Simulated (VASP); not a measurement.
A run of VASP 6.6.1:

File INCAR:

```
  PREC = Accurate
  ENCUT = 520
  EDIFF = 1E-7
  ISMEAR = 0
  SIGMA = 0.05
  LREAL = F
  LASPH = T
  NELM = 80
  ALGO = Normal
  ISIF = 2
  LWAVE = F
  LCHARG = F
  GGA = B5
  ALDAX = 1.0
  AGGAX = 1.0
  AGGAC = 1.0
  ALDAC = 0.0
  NBANDS = 16
```

File KPOINTS:

```
Automatic mesh
0
Gamma
  6 6 6
```

File POSCAR:

```
CdTe
1.0
    0.0000000000      3.3587781406      3.3587781406
    3.3587781406      0.0000000000      3.3587781406
    3.3587781406      3.3587781406      0.0000000000
Cd Te
1 1
Direct
    0.0000000000      0.0000000000      0.0000000000
    0.2500000000      0.2500000000      0.2500000000
```

Potentials or basis: VASP PAW PBE potentials, release 64 (Cd, Te).

Launch:

```sh
$ cat potpaw_PBE.64/Cd/POTCAR potpaw_PBE.64/Te/POTCAR > POTCAR
$ mpirun -np 1 vasp_std > vasp.out
```

Hardware: 1 thread of Intel Xeon 8259CL, on a shared host.

**Question.** Estimate the wall time of this run.

**Answer.** Run time: 55 s on 1 thread of Intel Xeon 8259CL, with other jobs on the host, peak memory 0.21 GiB. Counts: scf iterations 14, k points 16.
